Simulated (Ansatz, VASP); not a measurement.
**One calculation of CuO, two programs**

```
CELL_PARAMETERS angstrom
2.34635 -1.71415 0.00000
2.34635 1.71415 0.00000
-0.85192 0.00000 5.06587
ATOMIC_POSITIONS crystal
Cu 0.00330 0.49670 0.00000
Cu 0.49670 0.00330 0.50000
O 0.57190 0.40730 0.26020
O 0.40730 0.57190 0.76020
```

Alike in both runs: task single point; functional PBE; k mesh 7 × 7 × 4; occupations fermi-dirac, width 0.02 eV; collinear spin.

|  | VASP | Ansatz |
| --- | --- | --- |
| version | VASP 6.6.1 | Ansatz 0.2.0 |
| potentials or method | VASP PAW PBE potentials, release 64 (Cu_sv_GW, O), cutoff 820 eV | PAW, plane waves, scalar-relativistic |
| valence electrons in the cell | 50 | 50 |

|  | VASP | Ansatz | Ansatz less VASP |
| --- | --- | --- | --- |
| pressure (GPa) | 5.0 | 5.8 | +0.78 |
| traceless stress, the component that is largest in VASP (GPa) | -2.35 | -2.36 | -0.014 |
| rms of the force components (eV/Å) | 0.560 | 0.554 | -0.0057 |
| net moment per atom (μB) | 0.00 | 0.00 | 0.000 |

Atom by atom the forces differ by 0.008 eV/Å (rms over components). The functional is the same, so the differences come from potentials, cutoffs and numerics. Ansatz's warnings: seeded moment not kept.
